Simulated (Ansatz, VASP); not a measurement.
**NiGe3 in VASP and in Ansatz**

INCAR

```
PREC = Accurate
ENCUT = 600
EDIFF = 1E-7
ISMEAR = 0
SIGMA = 0.1
LREAL = False
LASPH = True
NELM = 80
ALGO = Normal
ISIF = 3
LWAVE = False
LCHARG = False
GGA = PS
IBRION = 2
NSW = 100
EDIFFG = -0.01
```

File KPOINTS:

```
Automatic mesh
0
Gamma
  10 10 10
```

Contents of POSCAR:

```
NiGe3
1.0
    3.9680886071      0.0000000000      0.0000000000
    0.0000000000      3.9680886071      0.0000000000
    0.0000000000      0.0000000000      3.9680886071
Ge Ni
3 1
Direct
    0.0000000000      0.5000000000      0.5000000000
    0.5000000000      0.0000000000      0.5000000000
    0.5000000000      0.5000000000      0.0000000000
    0.0000000000      0.0000000000      0.0000000000
```

Input for Ansatz:

```yaml
crystal:
  lattice:
    - [3.9680886071, 0.0, 0.0]
    - [0.0, 3.9680886071, 0.0]
    - [0.0, 0.0, 3.9680886071]
  atoms:
    - { symbol: Ge, position: [0.0, 0.5, 0.5] }
    - { symbol: Ge, position: [0.5, 0.0, 0.5] }
    - { symbol: Ge, position: [0.5, 0.5, 0.0] }
    - { symbol: Ni, position: [0.0, 0.0, 0.0] }
basis:
  ecutwfc: 420
kpoints:
  mp_grid: { grid: [10, 10, 10] }
hamiltonian:
  xc: pbesol
scf:
  occupations: { method: gaussian, width: 0.1 }
output:
  forces: true
  stress: true
  eigenvalues: true
  write_density: true
  write_potential: true
  elf: true
  volumetric_format: npy
relax:
  adjacent_minimum: "off"
  f_tol: 0.01
  max_steps: 80
  cell: { stress_tol: 0.05 }
```

Alike in both runs: task relaxation of cell and atoms; functional PBEsol; k mesh 10 × 10 × 10; occupations gaussian, width 0.1 eV; no spin polarisation.

|  | VASP | Ansatz |
| --- | --- | --- |
| version | VASP 6.6.1 | Ansatz 0.2.0 |
| potentials or method | VASP PAW PBE potentials, release 64 (Ge_d, Ni), cutoff 600 eV | scalar-relativistic, plane waves, PAW |
| valence electrons in the cell | 52 | 60 |

```csv
,VASP,Ansatz,Ansatz less VASP
"gap on the k mesh at the Fermi level, each at its own relaxed structure (eV)",none,none,-
relaxed volume (Å³/atom),15.59,15.57,-0.021
relaxed cell length with the largest relative difference (Å),3.965,3.963,-0.0018
```

VASP's potentials were made for PBE, not for PBEsol. A gap of «none» marks a metal or a gap that the smearing closes. VASP's potentials hold 52 valence electrons a cell and Ansatz's 60, so a difference there can come from the potentials and not from the codes.
